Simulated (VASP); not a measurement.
Wanted: the native input for a VASP 6.6.1 run.

| Quantity | Value |
| --- | --- |
| Task | single point |
| Functional | LDA |
| Potentials or basis | VASP PAW LDA potentials, release 64 (Ta_pv, Co) |
| Cutoff | 520 eV |
| k mesh | 9 × 9 × 9 |
| Occupations | fermi-dirac, width 0.08 eV |
| Spin | no spin polarisation |
| Dipole correction | no |
| Further INCAR settings | ALGO = Normal; EDIFF = 1e-06; NBANDS = 27 |

The structure of TaCo3 lies in POSCAR:

```
TaCo3
1.0
    3.2586076864      0.0000000000      0.0000000000
    0.0000000000      3.2586076864      0.0000000000
    0.0000000000      0.0000000000      3.2586076864
Ta Co
1 3
Direct
    0.0000000000      0.0000000000      0.0000000000
    0.0000000000      0.5000000000      0.5000000000
    0.5000000000      0.0000000000      0.5000000000
    0.5000000000      0.5000000000      0.0000000000
```

This cell differs from its parent crystal: volume scaled by 0.7.

These files were run (other wordings do the same):

INCAR

```
ALGO = Normal ; EDIFF = 1E-6
ENCUT = 520 ; ISIF = 2
ISMEAR = -1 ; LASPH = True
LCHARG = False ; LREAL = False
LWAVE = False ; NBANDS = 27
NELM = 80 ; PREC = Accurate
SIGMA = 0.08
```

KPOINTS

```
k-points
0
Gamma
  9 9 9
```

Potentials or basis: VASP PAW LDA potentials, release 64 (Ta_pv, Co).

Launch:

```bash
$ cat potpaw_LDA.64/Ta_pv/POTCAR potpaw_LDA.64/Co/POTCAR > POTCAR
$ mpirun -np 1 vasp_std > vasp.out
```

Results of the run:

* Pressure: 137.9 GPa
* Band gap on the k mesh: zero (band 19 reaches 14.82 eV, above the bottom of band 20 at 13.24 eV)

Caveat: spin-orbit coupling is left out, which moves the levels of the heavy elements.

It took 62 s on 1 thread of AMD EPYC 7R13, with other jobs on the host, peak memory 0.12 GiB.
